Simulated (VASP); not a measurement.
# W: single point with LDA

W:

```
W
1.0
    -1.56765    1.56765    1.56765
     1.56765   -1.56765    1.56765
     1.56765    1.56765   -1.56765
W
1
Cartesian
  0.0000 0.0000 0.0000
```

```yaml
Program: VASP 6.6.1
Task: single point
Functional: LDA
Potentials_or_basis: VASP PAW LDA potentials, release 64 (W_sv)
Cutoff: 520 eV
k_mesh: 36 × 36 × 36
Occupations: methfessel-paxton, width 0.1 eV
Spin: no spin polarisation
Dipole_correction: no
Further_INCAR_settings: ALGO = Normal; EDIFF = 1e-06; NBANDS = 13
```

```
Pressure               : 2.0 GPa
Band gap on the k mesh : zero (bands 7 and 8 overlap by 6.66 eV)
```

Levels at points of the mesh, in eV from the Fermi level:
```csv
k point,band 5,band 6,band 7,band 8,band 9,band 10
"(0.00, 0.00, 0.00)",-9.75,-1.37,-1.37,-1.37,2.20,2.20
"(0.50, 0.00, 0.00)",-6.50,-3.78,0.89,2.12,3.12,6.33
"(0.50, 0.50, 0.50)",-6.14,-6.14,5.30,5.30,5.30,8.53
```

It took 66 s on 1 thread of Intel(R) Xeon(R) Platinum 8559C (Emerald Rapids), with other jobs on the host, peak memory 0.32 GiB.

Caveat: spin-orbit coupling is left out, which moves the levels of the heavy elements.
